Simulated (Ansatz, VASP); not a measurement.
Two plane-wave programs on Mg16O

Contents of INCAR:

```
PREC = Accurate ; ENCUT = 520
EDIFF = 1E-7 ; ISMEAR = 0
SIGMA = 0.1 ; LREAL = Auto
LASPH = True ; NELM = 60
ALGO = Normal ; ISIF = 2
LWAVE = False ; LCHARG = False
LDIPOL = True ; IDIPOL = 3
DIPOL = 0.5 0.5 0.330 ; GGA = PE
NBANDS = 33
```

Contents of KPOINTS:

```
Automatic mesh
0
Gamma
  6 6 1
```

File POSCAR:

```
Mg16O
1.0
    6.4201385705      0.0000000000      0.0000000000
   -3.2100692852      5.5600030979      0.0000000000
    0.0000000000      0.0000000000     24.7147783802
Mg O
16 1
Direct
    0.3333333333      0.1666666667      0.1618464847
    0.3333333333      0.6666666667      0.1618464847
    0.8333333333      0.1666666667      0.1618464847
    0.8333333333      0.6666666667      0.1618464847
    0.1666666667      0.3333333333      0.2657906286
    0.1666666667      0.8333333333      0.2657906286
    0.6666666667      0.3333333333      0.2657906286
    0.6666666667      0.8333333333      0.2657906286
    0.3333333333      0.1666666667      0.3682830748
    0.3333333333      0.6666666667      0.3682830748
    0.8333333333      0.1666666667      0.3682830748
    0.8333333333      0.6666666667      0.3682830748
    0.1666666667      0.3333333333      0.4739989249
    0.1666666667      0.8333333333      0.4739989249
    0.6666666667      0.3333333333      0.4739989249
    0.6666666667      0.8333333333      0.4739989249
    0.3333333333      0.1666666667      0.5290267296
```

Input for Ansatz:

```yaml
crystal:
  lattice:
    - [6.4201385705, 0.0, 0.0]
    - [-3.2100692852, 5.5600030979, 0.0]
    - [0.0, 0.0, 24.7147783802]
  atoms:
    - { symbol: Mg, position: [0.3333333333, 0.1666666667, 0.1618464847] }
    - { symbol: Mg, position: [0.3333333333, 0.6666666667, 0.1618464847] }
    - { symbol: Mg, position: [0.8333333333, 0.1666666667, 0.1618464847] }
    - { symbol: Mg, position: [0.8333333333, 0.6666666667, 0.1618464847] }
    - { symbol: Mg, position: [0.1666666667, 0.3333333333, 0.2657906286] }
    - { symbol: Mg, position: [0.1666666667, 0.8333333333, 0.2657906286] }
    - { symbol: Mg, position: [0.6666666667, 0.3333333333, 0.2657906286] }
    - { symbol: Mg, position: [0.6666666667, 0.8333333333, 0.2657906286] }
    - { symbol: Mg, position: [0.3333333333, 0.1666666667, 0.3682830748] }
    - { symbol: Mg, position: [0.3333333333, 0.6666666667, 0.3682830748] }
    - { symbol: Mg, position: [0.8333333333, 0.1666666667, 0.3682830748] }
    - { symbol: Mg, position: [0.8333333333, 0.6666666667, 0.3682830748] }
    - { symbol: Mg, position: [0.1666666667, 0.3333333333, 0.4739989249] }
    - { symbol: Mg, position: [0.1666666667, 0.8333333333, 0.4739989249] }
    - { symbol: Mg, position: [0.6666666667, 0.3333333333, 0.4739989249] }
    - { symbol: Mg, position: [0.6666666667, 0.8333333333, 0.4739989249] }
    - { symbol: O, position: [0.3333333333, 0.1666666667, 0.5290267296] }
basis:
  ecutwfc: 420
kpoints:
  mp_grid: { grid: [6, 6, 1] }
hamiltonian:
  xc: pbe
scf:
  occupations: { method: gaussian, width: 0.1 }
output:
  forces: true
  eigenvalues: true
efield:
  axis: 3
  dipole_correction: true
  ramp_width: 0.04
```

Alike in both runs: task single point; functional PBE; k mesh 6 × 6 × 1; occupations gaussian, width 0.1 eV; no spin polarisation.

|  | VASP | Ansatz |
| --- | --- | --- |
| version | VASP 6.6.1 | Ansatz 0.2.0 |
| potentials or method | VASP PAW PBE potentials, release 64 (Mg, O), cutoff 520 eV | scalar-relativistic, plane waves, PAW |
| valence electrons in the cell | 38 | 166 |

Ansatz gave:

```
gap on the k mesh at the Fermi level (eV) : none
rms of the force components (eV/Å)        : 0.608
```

Problem. What did VASP give for the same quantities?

Solution. gap on the k mesh at the Fermi level (eV): none; rms of the force components (eV/Å): 0.607.

Atom by atom the forces differ by 0.003 eV/Å (rms over components). A gap of «none» marks a metal or a gap that the smearing closes. VASP's potentials hold 38 valence electrons a cell and Ansatz's 166, so a difference there can come from the potentials and not from the codes.
